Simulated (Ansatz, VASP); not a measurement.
## LiCl in VASP and in Ansatz

INCAR

```
SYSTEM = LiCl
PREC = Accurate ; ENCUT = 520
EDIFF = 1E-6 ; ISMEAR = 0
SIGMA = 0.05 ; LREAL = .False.
LASPH = .True. ; NELM = 60
ALGO = Normal ; ISIF = 2
LWAVE = .False. ; LCHARG = .True.
LELF = .True. ; LVHAR = .True.
NBANDS = 12
```

File KPOINTS:

```
regular mesh
0
Gamma
  8 8 8
  0 0 0
```

File POSCAR:

```
LiCl
1.0
    0.0000000000      2.5647600000      2.6288790000
    2.5647600000      0.0000000000      2.6288790000
    2.5647600000      2.5647600000      0.0000000000
Li Cl
1 1
Direct
    0.0000000000      0.0000000000      0.0000000000
    0.5000000000      0.5000000000      0.5000000000
```

Input for Ansatz:

```yaml
crystal:
  lattice:
    - [0.0, 2.56476, 2.628879]
    - [2.56476, 0.0, 2.628879]
    - [2.56476, 2.56476, 0.0]
  atoms:
    - { symbol: Li, position: [0.0, 0.0, 0.0] }
    - { symbol: Cl, position: [0.5, 0.5, 0.5] }
basis:
  ecutwfc: 420
kpoints:
  mp_grid: { grid: [8, 8, 8] }
hamiltonian:
  xc: lda
scf:
  occupations: { method: gaussian, width: 0.05 }
output:
  forces: true
  stress: true
  eigenvalues: true
```

Change from the starting cell: strain +0.000 along x and y, +0.025 along z, atoms carried along.

Alike in both runs: task single point; functional LDA; k mesh 8 × 8 × 8; occupations gaussian, width 0.05 eV; no spin polarisation.

```csv
,VASP,Ansatz
version,VASP 6.6.1,Ansatz 0.2.0
potentials or method,"VASP PAW LDA potentials, release 64 (Li_sv, Cl), cutoff 520 eV","scalar-relativistic, plane waves, PAW"
valence electrons in the cell,10,10
```

```tsv
	VASP	Ansatz	Ansatz less VASP
gap on the k mesh at the Fermi level (eV)	5.82	5.81	-0.018
least direct gap on the mesh (eV)	5.82	5.81	-0.018
```

LDA's correlation is that of Perdew and Zunger in VASP and of Perdew and Wang (1992) in Ansatz.

Noted on VASP's run: the cutoff is short for stress, so the pressure is rough.
